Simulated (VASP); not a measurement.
# Bi in VASP: notebook, part 2 of 3

VASP 6.6.1.

## (3) Electric field gradients, LDA (33.26 Å³/atom)

This run uses another cell than the first one, of 33.26 Å³/atom.

The input, INCAR:

```
ALGO     = Normal         # electronic algorithm
EDIFF    = 1E-8           # SCF threshold, eV
ENCUT    = 520            # plane-wave cutoff, eV
GGA      = CA             # functional
ISIF     = 2              # what is computed and relaxed
ISMEAR   = -1             # smearing method
LASPH    = True           # aspherical terms in the spheres
LCHARG   = False          # write CHGCAR
LEFG     = True         
LREAL    = False          # projectors in reciprocal space
LWAVE    = False          # write WAVECAR
NBANDS   = 22             # bands
NELM     = 80             # most SCF steps
PREC     = Accurate       # precision mode
SIGMA    = 0.03           # smearing width, eV
```

The input, KPOINTS:

```
k-points
0
Gamma
  11 11 11
```

The input, POSCAR:

```
Bi
1.0
    2.2265989101      1.2855274801      3.8732834739
   -2.2265989101      1.2855274801      3.8732834739
    0.0000000000     -2.5710549601      3.8732834739
Bi
2
Direct
    0.2338900000      0.2338900000      0.2338900000
    0.7661100000      0.7661100000      0.7661100000
```

Potentials or basis: VASP PAW LDA potentials, release 64 (Bi_d).

Run with:

```sh
> cat potpaw_LDA.64/Bi_d/POTCAR > POTCAR
> mpirun -np 1 vasp_std > vasp.out
```

OUTCAR:

```text
EDIFF = 1E-8
   ENCUT = 520
   GGA = CA
   ISIF = 2
   ISMEAR = -1
   LASPH = True
   LREAL = False
   NELM = 80
   PREC = Accurate

 ion  position               nearest neighbor table
   1  0.234  0.234  0.234-   2 3.01   2 3.01   2 3.01   2 3.46   2 3.46   2 3.46
   2  0.766  0.766  0.766-   1 3.01   1 3.01   1 3.01   1 3.46   1 3.46   1 3.46

  LATTYP: Found a trigonal (rhomboedric) cell.
 ALAT       =     4.6489405758
 COS(alpha) =     0.5412184017

  Lattice vectors:

 A1 = (   2.2265989101,   1.2855274801,   3.8732834739)
 A2 = (  -2.2265989101,   1.2855274801,   3.8732834739)
 A3 = (   0.0000000000,  -2.5710549601,   3.8732834739)

Analysis of symmetry for initial positions (statically):
=====================================================================
 Subroutine PRICEL returns:
 Original cell was already a primitive cell.

 Routine SETGRP: Setting up the symmetry group for a
 trigonal (rhombohedral) supercell.

[... 787 lines left out ...]
  volume of cell :       66.52
      direct lattice vectors                 reciprocal lattice vectors
     2.226598910  1.285527480  3.873283474     0.224557731  0.129648467  0.086059628
    -2.226598910  1.285527480  3.873283474    -0.224557731  0.129648467  0.086059628
     0.000000000 -2.571054960  3.873283474     0.000000000 -0.259296933  0.086059628

 POSITION                                       TOTAL-FORCE (eV/Angst)
 -----------------------------------------------------------------------------------
      0.00000      0.00000      2.71777         0.000000      0.000000      0.361288
      0.00000      0.00000      8.90208         0.000000     -0.000000     -0.361288
 -----------------------------------------------------------------------------------
    total drift:                                0.000000     -0.000000      0.000000

  FREE ENERGIE OF THE ION-ELECTRON SYSTEM (eV)
  ---------------------------------------------------
  free  energy   TOTEN  =        -9.1104704404 eV

  energy  without entropy=       -9.1099136788  energy(sigma->0) =       -9.11019206

 Electric field gradients (V/A^2)
---------------------------------------------------------------------
 ion       V_xx      V_yy      V_zz      V_xy      V_xz      V_yz
---------------------------------------------------------------------
   1      15.864    15.864   -31.727    -0.000     0.000    -0.000
   2      15.864    15.864   -31.727     0.000     0.000    -0.000
---------------------------------------------------------------------

 Electric field gradients after diagonalization (V/A^2)
 (convention: |V_zz| > |V_xx| > |V_yy|)
----------------------------------------------------------------------
 ion       V_xx      V_yy      V_zz     asymmetry (V_yy - V_xx)/ V_zz
----------------------------------------------------------------------
   1      15.864    15.864   -31.727       0.000
   2      15.864    15.864   -31.727       0.000
----------------------------------------------------------------------

           NMR quadrupolar parameters

 Cq : quadrupolar parameter    Cq=e*Q*V_zz/h
 eta: asymmetry parameters     (V_yy - V_xx)/ V_zz
 Q  : nuclear electric quadrupole moment in mb (millibarn)
----------------------------------------------------------------------
 ion       Cq(MHz)       eta       Q (mb)
----------------------------------------------------------------------
   1      -0.077       0.000       1.000
   2      -0.077       0.000       1.000
----------------------------------------------------------------------
```

stdout:

```text
POSCAR found type information on POSCAR Bi
 POSCAR found :  1 types and       2 ions
 scaLAPACK will be used
 LDA part: xc-table for (Slater(with rela. corr.)+CA(PZ))
 , standard interpolation
 POSCAR, INCAR and KPOINTS ok, starting setup
 FFT: planning ... GRIDC
 FFT: planning ... GRID_SOFT
 FFT: planning ... GRID
 WAVECAR not read
 entering main loop
ion   1

ion   2
```

Wall time 3.8 min (1 thread of Intel Xeon 8259CL, shared host); peak memory 0.29 GiB.

Results:

```yaml
Free_energy: -9.1105 eV
Pressure: 1.4 GPa
Largest_force: 0.361 eV/Å
Band_gap_on_the_k_mesh: zero (bands 15 and 16 overlap by 0.07 eV)
Largest_electric_field_gradient_by_atom: Bi -31.7 V/Å²
```

Forces in eV/Å, atoms in the order of the input:
```
Bi   0.000  0.000  0.361
Bi   0.000  0.000 -0.361
```

Stress tensor (GPa, compression positive):
```
1.56 0.00 0.00
0.00 1.56 0.00
0.00 0.00 1.15
```

Levels at points of the mesh, in eV from the Fermi level:
```csv
k point,band 12,band 13,band 14,band 15,band 16,band 17,band 18,band 19
"(0.00, 0.00, 0.00)",-7.24,-1.60,-1.30,-1.30,2.55,3.06,3.06,5.70
```

Electric field gradients, principal values (V/Å²):
```tsv
atom	least	middle	greatest (by size)
1 Bi	15.864	15.864	-31.727
2 Bi	15.864	15.864	-31.727
```

Caveat: without QUAD_EFG the Cq values of the log hold for a quadrupole moment of 1 mb, not for the nuclei; spin-orbit coupling is left out, which moves the levels of the heavy elements.

## (4) Electric field gradients, LDA (33.26 Å³/atom)

This run uses another cell than the first one, of 33.26 Å³/atom.

The input, INCAR:

```
SYSTEM = Bi
PREC = Accurate ; ENCUT = 520
EDIFF = 1E-8 ; ISMEAR = -1
SIGMA = 0.03 ; LREAL = .FALSE.
LASPH = .TRUE. ; NELM = 100
ALGO = Normal ; ISIF = 2
LWAVE = .FALSE. ; LCHARG = .FALSE.
GGA = CA ; LEFG = .TRUE.
NBANDS = 22
```

The input, KPOINTS:

```
Automatic mesh
0
G
  11 11 11
  0 0 0
```

POSCAR is that of step 3.

Potentials or basis: VASP PAW LDA potentials, release 64 (Bi_d).

Run with:

```sh
> cat potpaw_LDA.64/Bi_d/POTCAR > POTCAR
> mpirun -np 1 vasp_std > vasp.out
```

OUTCAR:

```text
SYSTEM = Bi
   PREC = Accurate
   ENCUT = 520
   EDIFF = 1E-8
   ISMEAR = -1
   LREAL = .FALSE.
   LASPH = .TRUE.
   NELM = 100
   ISIF = 2
   GGA = CA

 ion  position               nearest neighbor table
   1  0.234  0.234  0.234-   2 3.01   2 3.01   2 3.01   2 3.46   2 3.46   2 3.46
   2  0.766  0.766  0.766-   1 3.01   1 3.01   1 3.01   1 3.46   1 3.46   1 3.46

  LATTYP: Found a trigonal (rhomboedric) cell.
 ALAT       =     4.6489405758
 COS(alpha) =     0.5412184017

  Lattice vectors:

 A1 = (   2.2265989101,   1.2855274801,   3.8732834739)
 A2 = (  -2.2265989101,   1.2855274801,   3.8732834739)
 A3 = (   0.0000000000,  -2.5710549601,   3.8732834739)

Analysis of symmetry for initial positions (statically):
=====================================================================
 Subroutine PRICEL returns:
 Original cell was already a primitive cell.

 Routine SETGRP: Setting up the symmetry group for a
[... 788 lines left out ...]
  energy-cutoff  :      520.00
  volume of cell :       66.52
      direct lattice vectors                 reciprocal lattice vectors
     2.226598910  1.285527480  3.873283474     0.224557731  0.129648467  0.086059628
    -2.226598910  1.285527480  3.873283474    -0.224557731  0.129648467  0.086059628
     0.000000000 -2.571054960  3.873283474     0.000000000 -0.259296933  0.086059628

 POSITION                                       TOTAL-FORCE (eV/Angst)
 -----------------------------------------------------------------------------------
      0.00000      0.00000      2.71777         0.000000      0.000000      0.361288
      0.00000      0.00000      8.90208         0.000000     -0.000000     -0.361288
 -----------------------------------------------------------------------------------
    total drift:                                0.000000     -0.000000      0.000000

  FREE ENERGIE OF THE ION-ELECTRON SYSTEM (eV)
  ---------------------------------------------------
  free  energy   TOTEN  =        -9.1104704404 eV

  energy  without entropy=       -9.1099136788  energy(sigma->0) =       -9.11019206

 Electric field gradients (V/A^2)
---------------------------------------------------------------------
 ion       V_xx      V_yy      V_zz      V_xy      V_xz      V_yz
---------------------------------------------------------------------
   1      15.864    15.864   -31.727    -0.000     0.000    -0.000
   2      15.864    15.864   -31.727     0.000     0.000    -0.000
---------------------------------------------------------------------

 Electric field gradients after diagonalization (V/A^2)
 (convention: |V_zz| > |V_xx| > |V_yy|)
----------------------------------------------------------------------
 ion       V_xx      V_yy      V_zz     asymmetry (V_yy - V_xx)/ V_zz
----------------------------------------------------------------------
   1      15.864    15.864   -31.727       0.000
   2      15.864    15.864   -31.727       0.000
----------------------------------------------------------------------

           NMR quadrupolar parameters

 Cq : quadrupolar parameter    Cq=e*Q*V_zz/h
 eta: asymmetry parameters     (V_yy - V_xx)/ V_zz
 Q  : nuclear electric quadrupole moment in mb (millibarn)
----------------------------------------------------------------------
 ion       Cq(MHz)       eta       Q (mb)
----------------------------------------------------------------------
   1      -0.077       0.000       1.000
   2      -0.077       0.000       1.000
----------------------------------------------------------------------
```

stdout:

```text
POSCAR found type information on POSCAR Bi
 POSCAR found :  1 types and       2 ions
 scaLAPACK will be used
 LDA part: xc-table for (Slater(with rela. corr.)+CA(PZ))
 , standard interpolation
 POSCAR, INCAR and KPOINTS ok, starting setup
 FFT: planning ... GRIDC
 FFT: planning ... GRID_SOFT
 FFT: planning ... GRID
 WAVECAR not read
 entering main loop
ion   1

ion   2
```

It took 3.4 min on 1 thread of Intel Xeon 8259CL, shared host; peak memory 0.29 GiB.

What came out:

```
Free energy                             : -9.1105 eV
Pressure                                : 1.4 GPa
Largest force                           : 0.361 eV/Å
Band gap on the k mesh                  : zero (bands 15 and 16 overlap by 0.07 eV)
Largest electric field gradient by atom : Bi -31.7 V/Å²
```

Forces on the atoms (eV/Å):
```
Bi   0.000  0.000  0.361
Bi   0.000  0.000 -0.361
```

Electric field gradients, principal values (V/Å²):
```
atom   least  middle  greatest (by size)
1 Bi  15.864  15.864             -31.727
2 Bi  15.864  15.864             -31.727
```

Caveat: without QUAD_EFG the Cq values of the log hold for a quadrupole moment of 1 mb, not for the nuclei; spin-orbit coupling is left out, which moves the levels of the heavy elements.

## (5) Electric field gradients, LDA (33.97 Å³/atom)

This run uses another cell than the first one, of 33.97 Å³/atom.

The input, INCAR:

```
  PREC = Accurate
  ENCUT = 520
  EDIFF = 1E-8
  ISMEAR = -1
  SIGMA = 0.03
  LREAL = False
  LASPH = True
  NELM = 100
  ALGO = Normal
  ISIF = 2
  LWAVE = False
  LCHARG = False
  LEFG = True
  NBANDS = 22
```

The input, KPOINTS:

```
regular mesh
0
Gamma
  11 11 11
```

The input, POSCAR:

```
Bi
1.0
    2.2422797007      1.2945807888      3.9005610168
   -2.2422797007      1.2945807888      3.9005610168
    0.0000000000     -2.5891615775      3.9005610168
Bi
2
Direct
    0.2338900000      0.2338900000      0.2338900000
    0.7661100000      0.7661100000      0.7661100000
```

Potentials or basis: VASP PAW LDA potentials, release 64 (Bi_d).

Run with:

```sh
> cat potpaw_LDA.64/Bi_d/POTCAR > POTCAR
> mpirun -np 1 vasp_std > vasp.out
```

OUTCAR:

```text
PREC = Accurate
   ENCUT = 520
   EDIFF = 1E-8
   ISMEAR = -1
   LREAL = False
   LASPH = True
   NELM = 100
   ISIF = 2

 ion  position               nearest neighbor table
   1  0.234  0.234  0.234-   2 3.03   2 3.03   2 3.03   2 3.48   2 3.48   2 3.48
   2  0.766  0.766  0.766-   1 3.03   1 3.03   1 3.03   1 3.48   1 3.48   1 3.48

  LATTYP: Found a trigonal (rhomboedric) cell.
 ALAT       =     4.6816806727
 COS(alpha) =     0.5412184017

  Lattice vectors:

 A1 = (   2.2422797007,   1.2945807888,   3.9005610168)
 A2 = (  -2.2422797007,   1.2945807888,   3.9005610168)
 A3 = (   0.0000000000,  -2.5891615775,   3.9005610168)

Analysis of symmetry for initial positions (statically):
[... 812 lines left out ...]

 Electric field gradients (V/A^2)
---------------------------------------------------------------------
 ion       V_xx      V_yy      V_zz      V_xy      V_xz      V_yz
---------------------------------------------------------------------
   1      15.839    15.839   -31.678    -0.000     0.000    -0.000
   2      15.839    15.839   -31.678     0.000    -0.000    -0.000
---------------------------------------------------------------------

 Electric field gradients after diagonalization (V/A^2)
 (convention: |V_zz| > |V_xx| > |V_yy|)
----------------------------------------------------------------------
 ion       V_xx      V_yy      V_zz     asymmetry (V_yy - V_xx)/ V_zz
----------------------------------------------------------------------
   1      15.839    15.839   -31.678       0.000
   2      15.839    15.839   -31.678       0.000
----------------------------------------------------------------------

           NMR quadrupolar parameters

 Cq : quadrupolar parameter    Cq=e*Q*V_zz/h
 eta: asymmetry parameters     (V_yy - V_xx)/ V_zz
 Q  : nuclear electric quadrupole moment in mb (millibarn)
----------------------------------------------------------------------
 ion       Cq(MHz)       eta       Q (mb)
----------------------------------------------------------------------
   1      -0.077       0.000       1.000
   2      -0.077       0.000       1.000
----------------------------------------------------------------------
```

It took 3.3 min on 1 thread of Intel Xeon 8259CL, shared host; peak memory 0.29 GiB.

Results:

| Property | Result |
| --- | --- |
| Free energy | -9.1183 eV |
| Pressure | 0.2 GPa |
| Largest force | 0.254 eV/Å |
| Band gap on the k mesh | zero (bands 15 and 16 overlap by 0.07 eV) |
| Largest electric field gradient by atom | Bi -31.7 V/Å² |

Forces on the atoms (eV/Å):
```
Bi   0.000  0.000  0.254
Bi   0.000  0.000 -0.254
```

Levels at points of the mesh, in eV from the Fermi level:
```
           k point  band 13  band 14  band 15  band 16  band 17  band 18
(0.00, 0.00, 0.00)    -1.55    -1.26    -1.26     2.53     3.03     3.03
```

Electric field gradients, principal values (V/Å²):
| atom | least | middle | greatest (by size) |
| --- | --- | --- | --- |
| 1 Bi | 15.839 | 15.839 | -31.678 |
| 2 Bi | 15.839 | 15.839 | -31.678 |

Caveat: without QUAD_EFG the Cq values of the log hold for a quadrupole moment of 1 mb, not for the nuclei; spin-orbit coupling is left out, which moves the levels of the heavy elements.

[end of part 2 of 3]
